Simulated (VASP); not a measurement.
# ZnSnP2 (I-42d) in VASP: notebook, part 2 of 2

VASP 6.6.1. Earlier steps stand in the parts before.

### Step 3. Single point, PBE

This run uses another cell than the first one, of 23.24 Å³/atom.

INCAR

```
SYSTEM = ZnSnP2
ALGO = Normal
EDIFF = 1E-6
ENCUT = 500
GGA = PE
GGA_COMPAT = .False.
ISIF = 2
ISMEAR = 0
LASPH = .True.
LCHARG = .False.
LREAL = .False.
LWAVE = .False.
NBANDS = 46
NELM = 120
PREC = Accurate
SIGMA = 0.02
```

KPOINTS

```
k-points
0
Gamma
  8 8 8
  0 0 0
```

POSCAR

```
ZnSnP2
1.0
   -2.8511721272      2.8511721272      5.7169954160
    2.8511721272     -2.8511721272      5.7169954160
    2.8511721272      2.8511721272     -5.7169954160
Zn Sn P
2 2 4
Direct
    0.7500000000      0.2500000000      0.5000000000
    0.0000000000      0.0000000000      0.0000000000
    0.2500000000      0.7500000000      0.5000000000
    0.5000000000      0.5000000000      0.0000000000
    0.3750000000      0.3527859575      0.4777859575
    0.6472140425      0.1250000000      0.0222140425
    0.1027859575      0.6250000000      0.9777859575
    0.8750000000      0.8972140425      0.5222140425
```

Potentials or basis: VASP PAW PBE potentials, release 64 (Zn, Sn_d, P).

On the command line:

```
$ cat potpaw_PBE.64/Zn/POTCAR potpaw_PBE.64/Sn_d/POTCAR potpaw_PBE.64/P/POTCAR > POTCAR
$ mpirun -np 1 vasp_std > vasp.out
```

OUTCAR:

```text
SYSTEM = ZnSnP2
   EDIFF = 1E-6
   ENCUT = 500
   GGA = PE
   ISIF = 2
   ISMEAR = 0
   LASPH = .True.
   LREAL = .False.
   NELM = 120
   PREC = Accurate

 ion  position               nearest neighbor table
   1  0.750  0.250  0.500-   5 2.40   6 2.40   8 2.40   7 2.40
   2  0.000  0.000  0.000-   6 2.40   7 2.40   8 2.40   5 2.40
   3  0.250  0.750  0.500-   6 2.55   5 2.55   8 2.55   7 2.55
   4  0.500  0.500  0.000-   8 2.55   6 2.55   7 2.55   5 2.55
   5  0.375  0.353  0.478-   1 2.40   2 2.40   4 2.55   3 2.55
   6  0.647  0.125  0.022-   1 2.40   2 2.40   3 2.55   4 2.55
   7  0.103  0.625  0.978-   2 2.40   1 2.40   3 2.55   4 2.55
   8  0.875  0.897  0.522-   1 2.40   2 2.40   4 2.55   3 2.55

  LATTYP: Found a body centered tetragonal cell.
 ALAT       =     5.7023442544
 C/A-ratio  =     2.0051386451

  Lattice vectors:

 A1 = (  -2.8511721272,   2.8511721272,   5.7169954160)
 A2 = (   2.8511721272,  -2.8511721272,   5.7169954160)
 A3 = (   2.8511721272,   2.8511721272,  -5.7169954160)

Analysis of symmetry for initial positions (statically):
=====================================================================
 Subroutine PRICEL returns:
 Original cell was already a primitive cell.

 Routine SETGRP: Setting up the symmetry group for a
 body centered tetragonal supercell.

 Subroutine GETGRP returns: Found  8 space group operations
 (whereof  4 operations were pure point group operations)
 out of a pool of 16 trial point group operations.

The static configuration has the point symmetry S_4 .
 The point group associated with its full space group is D_2d.

Analysis of symmetry for dynamics (positions and initial velocities):
=====================================================================
 Subroutine PRICEL returns:
 Original cell was already a primitive cell.

 Routine SETGRP: Setting up the symmetry group for a
 body centered tetragonal supercell.
[... 142 lines left out ...]
   LORBIT       =      0    0 simple, 1 ext, 2 COOP (PROOUT), +10 PAW based schemes
   GGA     = PE    functional components
   LHFCALC =     F    Hartree Fock is set to
   AEXX    =    0.0000 exact exchange contribution
   IVDW    =     0    specifies the selected vdW correction
   LEPSILON=     F    determine dielectric tensor
   LRPA    =     F    only Hartree local field effects (RPA)
 non-spin polarized calculation
 Gauss-broadening in eV      SIGMA  =   0.02
  energy-cutoff  :      500.00
  volume of cell :      185.90
 maximum number of plane-waves:      4757
 NGX is ok and might be reduce to    54
   NGX = 25   NGY = 25   NGZ = 25

 number of electron      72.0000019 magnetization

 Free energy of the ion-electron system (eV)
  ---------------------------------------------------
  ext. energy  EPLUGINS =         0.00000000
  ---------------------------------------------------
  free energy    TOTEN  =       -33.05917285 eV

  energy without entropy =      -33.05917285  energy(sigma->0) =      -33.05917285

 E-fermi :   4.5091     XC(G=0):  -9.4168

 val. band max:        4.3945186605   @ k =   0.0000   0.0000   0.0000
 cond. band min:       5.0852322178   @ k =   0.0000   0.0000   0.0000
 fundamental gap:      0.6907135573
 Fermi energy:         4.5091331648

 k-point     1 :       0.0000    0.0000    0.0000
  band No.  band energies     occupation
      1     -17.1296      2.00000
      2     -17.1296      2.00000
      3     -17.1292      2.00000
      4     -17.1121      2.00000
      5     -17.1026      2.00000
      6     -17.1026      2.00000
[... 1165 lines left out ...]
     45       9.6723      0.00000
     46       9.7509      0.00000

 [... further k-points ...]

------------------------ aborting loop because EDIFF is reached ----------------------------------------

  FORCE on cell =-STRESS in cart. coord.  units (eV):
  Direction    XX          YY          ZZ          XY          YZ          ZX
  --------------------------------------------------------------------------------------
  -------------------------------------------------------------------------------------
  Total        0.0182770      0.0182770      0.0376145      0.0000000      0.0000000      0.0000000
  in kB        0.1575222      0.1575222      0.3241840      0.0000000      0.0000000      0.0000000
  external PRESSURE =       0.2130762 kB  Pullay stress =       0.0000000 kB

 VOLUME and BASIS-vectors are now :
 -----------------------------------------------------------------------------
  energy-cutoff  :      500.00
  volume of cell :      185.90
      direct lattice vectors                 reciprocal lattice vectors
    -2.851172127  2.851172127  5.716995416     0.000000000  0.175366473  0.087458527
     2.851172127 -2.851172127  5.716995416     0.175366473  0.000000000  0.087458527
     2.851172127  2.851172127 -5.716995416     0.175366473  0.175366473  0.000000000

 POSITION                                       TOTAL-FORCE (eV/Angst)
 -----------------------------------------------------------------------------------
      0.00000      2.85117      2.85850        -0.000000     -0.000000      0.000000
      0.00000      0.00000      0.00000         0.000000     -0.000000     -0.000000
      2.85117      0.00000      2.85850         0.000000     -0.000000     -0.000000
      0.00000      0.00000      5.71700         0.000000     -0.000000      0.000000
      1.29891      1.42559      1.42925         0.022929     -0.000000     -0.000000
     -1.42559      1.55226      4.28775         0.000000     -0.022929     -0.000000
      4.27676      1.29891     -1.42925         0.000000      0.022929     -0.000000
      1.55226      1.42559      7.14624        -0.022929     -0.000000     -0.000000
 -----------------------------------------------------------------------------------
    total drift:                               -0.000002     -0.000002     -0.000003

  FREE ENERGIE OF THE ION-ELECTRON SYSTEM (eV)
  ---------------------------------------------------
  free  energy   TOTEN  =       -33.0591728457 eV

  energy  without entropy=      -33.0591728457  energy(sigma->0) =      -33.05917285
```

OSZICAR:

```text
N       E                     dE             d eps       ncg     rms          rms(c)
DAV:   1     0.655249460154E+03    0.65525E+03   -0.32487E+04  5528   0.190E+03
DAV:   2     0.665811066229E+02   -0.58867E+03   -0.57083E+03  5436   0.515E+02
DAV:   3    -0.289311569558E+02   -0.95512E+02   -0.93661E+02  6032   0.179E+02
DAV:   4    -0.343292063620E+02   -0.53980E+01   -0.53659E+01  6636   0.436E+01
DAV:   5    -0.344613254025E+02   -0.13212E+00   -0.13202E+00  6702   0.736E+00    0.981E+00
DAV:   6    -0.330838969004E+02    0.13774E+01   -0.32823E+00  7678   0.300E+01    0.673E+00
DAV:   7    -0.330663113054E+02    0.17586E-01   -0.22181E+00  6548   0.736E+00    0.295E+00
DAV:   8    -0.330571941532E+02    0.91172E-02   -0.80634E-02  6080   0.175E+00    0.137E+00
DAV:   9    -0.330587899636E+02   -0.15958E-02   -0.23193E-02  6664   0.631E-01    0.248E-01
DAV:  10    -0.330586763550E+02    0.11361E-03   -0.18621E-03  6754   0.331E-01    0.103E-01
DAV:  11    -0.330591005305E+02   -0.42418E-03   -0.52693E-04  6516   0.948E-02    0.444E-02
DAV:  12    -0.330591678654E+02   -0.67335E-04   -0.74916E-05  6492   0.361E-02    0.131E-02
DAV:  13    -0.330591728109E+02   -0.49456E-05   -0.11506E-05  5490   0.151E-02    0.535E-03
DAV:  14    -0.330591728457E+02   -0.34717E-07   -0.11245E-06  4378   0.677E-03
   1 F= -.33059173E+02 E0= -.33059173E+02  d E =-.303371E-18
```

It took 6.9 min on 1 thread of Intel Xeon 6975P-C (Granite Rapids), shared host; peak memory 0.66 GiB.

What came out:

```
Free energy            : -33.0592 eV
Pressure               : 0.0 GPa
Largest force          : 0.023 eV/Å
Band gap on the k mesh : 0.69 eV
```

Forces in eV/Å, atoms in the order of the input:
```
Zn   0.000  0.000  0.000
Zn   0.000  0.000  0.000
Sn   0.000  0.000  0.000
Sn   0.000  0.000  0.000
P    0.023  0.000  0.000
P    0.000 -0.023  0.000
P    0.000  0.023  0.000
P   -0.023  0.000  0.000
```

Caveat: spin-orbit coupling is left out, which moves the levels of the heavy elements. A k mesh can miss the band edges.
